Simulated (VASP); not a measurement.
# NbCl (Pmma) in VASP: a series of runs

NbCl is run at these levels: PBE; tasks: single point.

Everything below comes from runs of VASP 6.6.1. Logs are shortened: lines on timing, memory, paths and dates and some standing lists are left out, and cuts for length are marked.

## 1. The cell of the first run

The structure is orthorhombic, space group Pmma (No. 51). Conventional cell: a = 3.167 Å, b = 3.017 Å, c = 9.395 Å, α = 90.00°, β = 90.00°, γ = 90.00°. Nb (site symmetry mm2) has 4 Cl at 2.69 Å and 6 Nb at 2.71 to 3.17 Å within 3.5 Å. Within 3.5 Å of Cl (site symmetry mm2) lie 4 Nb at 2.69 Å and 4 Cl at 3.02 to 3.17 Å.

## 2. Single point, PBE

INCAR reads:

```
ALGO = Normal
EDIFF = 1E-7
ENCUT = 520
GGA = PE
ISIF = 2
ISMEAR = 0
LASPH = True
LCHARG = True
LELF = True
LREAL = False
LVHAR = True
LWAVE = False
NBANDS = 28
NELM = 80
PREC = Accurate
SIGMA = 0.1
```

KPOINTS reads:

```
k-points
0
Gamma
  6 6 2
```

POSCAR reads:

```
NbCl
1.0
    3.1673372155      0.0000000000      0.0000000000
    0.0000000000      3.0174979359      0.0000000000
    0.0000000000      0.0000000000      9.3945895757
Nb Cl
2 2
Direct
    0.7500000000      0.0000000000      0.6171842955
    0.2500000000      0.0000000000      0.3828157045
    0.7500000000      0.5000000000      0.2160893332
    0.2500000000      0.5000000000      0.7839106668
```

Potentials or basis: VASP PAW PBE potentials, release 64 (Nb_sv, Cl).

The run is started by

```
cat potpaw_PBE.64/Nb_sv/POTCAR potpaw_PBE.64/Cl/POTCAR > POTCAR
mpirun -np 1 vasp_std > vasp.out
```

OUTCAR:

```text
EDIFF = 1E-7
   ENCUT = 520
   GGA = PE
   ISIF = 2
   ISMEAR = 0
   LASPH = True
   LREAL = False
   NELM = 80
   PREC = Accurate

 ion  position               nearest neighbor table
   1  0.750  0.000  0.617-   4 2.69   4 2.69   4 2.69   4 2.69   2 2.71   2 2.71
   2  0.250  0.000  0.383-   3 2.69   3 2.69   3 2.69   3 2.69   1 2.71   1 2.71
   3  0.750  0.500  0.216-   2 2.69   2 2.69   2 2.69   2 2.69
   4  0.250  0.500  0.784-   1 2.69   1 2.69   1 2.69   1 2.69

  LATTYP: Found a simple orthorhombic cell.
 ALAT       =     3.0174979359
 B/A-ratio  =     1.0496567961
 C/A-ratio  =     3.1133706718

  Lattice vectors:

 A1 = (   0.0000000000,  -3.0174979359,   0.0000000000)
 A2 = (   3.1673372155,   0.0000000000,   0.0000000000)
 A3 = (   0.0000000000,   0.0000000000,   9.3945895757)

Analysis of symmetry for initial positions (statically):
=====================================================================
 Subroutine PRICEL returns:
 Original cell was already a primitive cell.

 Routine SETGRP: Setting up the symmetry group for a
 simple orthorhombic supercell.

 Subroutine GETGRP returns: Found  8 space group operations
 (whereof  4 operations were pure point group operations)
 out of a pool of  8 trial point group operations.

The static configuration has the point symmetry C_2h.
 The point group associated with its full space group is D_2h.

Analysis of symmetry for dynamics (positions and initial velocities):
=====================================================================
 Subroutine PRICEL returns:
 Original cell was already a primitive cell.

 Routine SETGRP: Setting up the symmetry group for a
 simple orthorhombic supercell.

 Subroutine GETGRP returns: Found  8 space group operations
 (whereof  4 operations were pure point group operations)
 out of a pool of  8 trial point group operations.

The dynamic configuration has the point symmetry C_2h.
 The point group associated with its full space group is D_2h.

 Subroutine INISYM returns: Found  8 space group operations
 (whereof  4 operations are pure point group operations),
 and found     1 'primitive' translations

----------------------------------------------------------------------------------------

                                     Primitive cell

  volume of cell :      89.7882

  direct lattice vectors                    reciprocal lattice vectors
     3.167337215  0.000000000  0.000000000     0.315722619  0.000000000  0.000000000
     0.000000000  3.017497936  0.000000000     0.000000000  0.331400392  0.000000000
     0.000000000  0.000000000  9.394589576     0.000000000  0.000000000  0.106444246

  length of vectors
     3.167337215  3.017497936  9.394589576     0.315722619  0.331400392  0.106444246

  position of ions in fractional coordinates (direct lattice)
     0.750000000  0.000000000  0.617184296
     0.250000000  0.000000000  0.382815704
     0.750000000  0.500000000  0.216089333
     0.250000000  0.500000000  0.783910667

  ion indices of the primitive-cell ions
   primitive index   ion index
                 1           1
                 2           2
                 3           3
                 4           4

----------------------------------------------------------------------------------------

 KPOINTS: k-points

Automatic generation of k-mesh.
 Grid dimensions read from file:
 generate k-points for:    6    6    2

 Generating k-lattice:

  Cartesian coordinates                     Fractional coordinates (reciprocal lattice)
     0.052620436  0.000000000  0.000000000     0.166666667  0.000000000  0.000000000
     0.000000000  0.055233399  0.000000000     0.000000000  0.166666667  0.000000000
     0.000000000  0.000000000  0.053222123     0.000000000  0.000000000  0.500000000

  Length of vectors
     0.052620436  0.055233399  0.053222123

  Shift w.r.t. Gamma in fractional coordinates (k-lattice)
     0.000000000  0.000000000  0.000000000

 Subroutine IBZKPT returns following result:
 ===========================================

 Found     32 irreducible k-points:

 Following reciprocal coordinates:
            Coordinates               Weight
  0.000000  0.000000  0.000000      1.000000
  0.166667  0.000000  0.000000      2.000000
  0.333333  0.000000  0.000000      2.000000
  0.500000  0.000000  0.000000      1.000000
  0.000000  0.166667  0.000000      2.000000
  0.166667  0.166667  0.000000      4.000000
[... 16 lines left out ...]
  0.333333  0.166667  0.500000      4.000000
  0.500000  0.166667  0.500000      2.000000
 [... further k-points ...]
   k-points           NKPTS =     32   k-points in BZ     NKDIM =     32   number of bands    NBANDS=     28
   number of dos      NEDOS =    301   number of ions     NIONS =      4
   total plane-waves  NPLWV =  40320
   dimension x,y,z NGX =    24 NGY =   24 NGZ =   70
   dimension x,y,z NGXF=    48 NGYF=   48 NGZF=  140
   ions per type =               2   2
   NGX,Y,Z   is equivalent  to a cutoff of  12.60, 13.22, 12.39 a.u.
   NGXF,Y,Z  is equivalent  to a cutoff of  25.19, 26.45, 24.77 a.u.
 SYSTEM =  unknown system
   PREC   = accura    normal or accurate (medium, high low for compatibility)
   ISTART =      0    job   : 0-new  1-cont  2-samecut
   ICHARG =      2    charge: 1-file 2-atom 10-const
   ISPIN  =      1    spin polarized calculation?
   LNONCOLLINEAR =      F non collinear calculations
   LSORBIT =      F    spin-orbit coupling
   LASPH  =      T    aspherical Exc in radial PAW
   ENCUT  =  520.0 eV  38.22 Ry    6.18 a.u.   5.89  5.61 17.47*2*pi/ulx,y,z
   NELM   =     80;   NELMIN=  2; NELMDL= -5     # of ELM steps
   EDIFF  = 0.1E-06   stopping-criterion for ELM
   LREAL  =      F    real-space projection
   EDIFFG = 0.1E-05   stopping-criterion for IOM
   NSW    =      0    number of steps for IOM
   IBRION =     -1    ionic relax: 0-MD 1-quasi-New 2-CG
   NFREE  =      0    steps in history (QN), initial steepest desc. (CG)
   ISIF   =      2    stress and relaxation
   ISYM   =      2    0-nonsym 1-usesym 2-fastsym
   POTIM  = 0.5000    time-step for ionic-motion
   TEBEG  =    0.0;   TEEND  =   0.0 temperature during run
   PSTRESS=    0.0 pullay stress
   NELECT =      40.0000    total number of electrons
   NUPDOWN=      -1.0000    fix difference up-down
   EMIN   =  10.00;   EMAX   =-10.00  energy-range for DOS
   EFERMI =   0.00;   METHOD = LEGACY
   ISMEAR =     0;   SIGMA  =   0.10  broadening in eV -4-tet -1-fermi 0-gaus
   EFERMI_NEDOS =   21; number of points for ismear=-14 and -15
   IALGO  =     38    algorithm
   IMIX   =      4    mixing-type and parameters
     AMIX     =   0.40;   BMIX     =  1.00
     AMIX_MAG =   1.60;   BMIX_MAG =  1.00
  volume/ion in A,a.u.               =      22.45       151.48
  Fermi-wavevector in a.u.,A,eV,Ry     =   1.250322  2.362766 21.270050  1.563305
  Thomas-Fermi vector in A             =   2.384321
   LORBIT       =      0    0 simple, 1 ext, 2 COOP (PROOUT), +10 PAW based schemes
   GGA     = PE    functional components
   LHFCALC =     F    Hartree Fock is set to
   AEXX    =    0.0000 exact exchange contribution
   IVDW    =     0    specifies the selected vdW correction
   LEPSILON=     F    determine dielectric tensor
   LRPA    =     F    only Hartree local field effects (RPA)
 non-spin polarized calculation
 Gauss-broadening in eV      SIGMA  =   0.10
  energy-cutoff  :      520.00
  volume of cell :       89.79
 maximum number of plane-waves:      2444
 NGX is ok and might be reduce to    24
   NGX = 11   NGY = 11   NGZ = 35

 number of electron      40.0000002 magnetization

 Free energy of the ion-electron system (eV)
  ---------------------------------------------------
  ext. energy  EPLUGINS =         0.00000000
  ---------------------------------------------------
  free energy    TOTEN  =       -25.72881366 eV

  energy without entropy =      -25.71983189  energy(sigma->0) =      -25.72432277

 E-fermi :   6.7101     XC(G=0):  -9.7608

 val. band max:        6.7023001952   @ k =   0.3333   0.3333   0.0000
 cond. band min:       6.9255872036   @ k =   0.0000   0.0000   0.0000
 fundamental gap:      0.2232870084
 Fermi energy:         6.7101324049

 k-point     1 :       0.0000    0.0000    0.0000
  band No.  band energies     occupation
      1     -48.6241      2.00000
      2     -48.4452      2.00000
      3     -25.0468      2.00000
      4     -24.6398      2.00000
      5     -24.3518      2.00000
      6     -24.2872      2.00000
[... 20 lines left out ...]
     27      10.7497      0.00000
     28      10.8802      0.00000

 k-point     2 :       0.1667    0.0000    0.0000
  band No.  band energies     occupation
      1     -48.6040      2.00000
      2     -48.4488      2.00000
      3     -25.0272      2.00000
      4     -24.7857      2.00000
      5     -24.3656      2.00000
      6     -24.3343      2.00000
[... 20 lines left out ...]
     27       9.8719      0.00000
     28      12.1046      0.00000

 k-point     3 :       0.3333    0.0000    0.0000
  band No.  band energies     occupation
      1     -48.5550      2.00000
      2     -48.4651      2.00000
      3     -25.0466      2.00000
      4     -25.0117      2.00000
      5     -24.4317      2.00000
      6     -24.2923      2.00000
[... 20 lines left out ...]
     27      10.0170      0.00000
     28      12.1861      0.00000

 k-point     4 :       0.5000    0.0000    0.0000
  band No.  band energies     occupation
      1     -48.5019      2.00000
      2     -48.5019      2.00000
      3     -25.1021      2.00000
      4     -25.1021      2.00000
      5     -24.3344      2.00000
      6     -24.3344      2.00000
[... 578 lines left out ...]
     27      10.4449      0.00000
     28      11.6673      0.00000

 k-point    23 :       0.3333    0.1667    0.5000
  band No.  band energies     occupation
      1     -48.5410      2.00000
      2     -48.4515      2.00000
      3     -25.0270      2.00000
      4     -24.9897      2.00000
      5     -24.4451      2.00000
      6     -24.4083      2.00000
[... 20 lines left out ...]
     27      10.9457      0.00000
     28      12.5078      0.00000

 k-point    24 :       0.5000    0.1667    0.5000
  band No.  band energies     occupation
      1     -48.4881      2.00000
      2     -48.4881      2.00000
      3     -25.0799      2.00000
      4     -25.0799      2.00000
      5     -24.3936      2.00000
      6     -24.3936      2.00000
[... 20 lines left out ...]
     27      12.0122      0.00000
     28      12.0122      0.00000

 [... further k-points ...]
[... 5 lines left out ...]
  --------------------------------------------------------------------------------------
  -------------------------------------------------------------------------------------
  Total       -0.2263851     -0.1888713     -0.0835675      0.0000000      0.0000000      0.0000000
  in kB       -4.0396090     -3.3702138     -1.4911752      0.0000000      0.0000000      0.0000000
  external PRESSURE =      -2.9669993 kB  Pullay stress =       0.0000000 kB

 VOLUME and BASIS-vectors are now :
 -----------------------------------------------------------------------------
  energy-cutoff  :      520.00
  volume of cell :       89.79
      direct lattice vectors                 reciprocal lattice vectors
     3.167337215  0.000000000  0.000000000     0.315722619  0.000000000  0.000000000
     0.000000000  3.017497936  0.000000000     0.000000000  0.331400392  0.000000000
     0.000000000  0.000000000  9.394589576     0.000000000  0.000000000  0.106444246

 POSITION                                       TOTAL-FORCE (eV/Angst)
 -----------------------------------------------------------------------------------
      2.37550      0.00000      5.79819        -0.000000     -0.000000      0.004004
      0.79183      0.00000      3.59640         0.000000     -0.000000     -0.004004
      2.37550      1.50875      2.03007        -0.000000     -0.000000      0.010556
      0.79183      1.50875      7.36452        -0.000000      0.000000     -0.010556
 -----------------------------------------------------------------------------------
    total drift:                                0.000000     -0.000000     -0.000000

  FREE ENERGIE OF THE ION-ELECTRON SYSTEM (eV)
  ---------------------------------------------------
  free  energy   TOTEN  =       -25.7288136552 eV

  energy  without entropy=      -25.7198318883  energy(sigma->0) =      -25.72432277
```

It took 50 s on 1 thread of AMD EPYC 9R45 (Zen 5), shared host; peak memory 0.19 GiB.

What came out:

```
Free energy            : -25.7288 eV
Pressure               : -0.3 GPa
Largest force          : 0.011 eV/Å
Band gap on the k mesh : zero (band 20 reaches 6.70 eV, above the bottom of band 21 at 6.68 eV)
```

Forces in eV/Å, atoms in the order of the input:
```
Nb   0.000  0.000  0.004
Nb   0.000  0.000 -0.004
Cl   0.000  0.000  0.011
Cl   0.000  0.000 -0.011
```

Caveat: this functional lacks dispersion, which binds the layers, so the pressure and a relaxed spacing across them are unreliable.

(Part 1 of 3 ends here.)
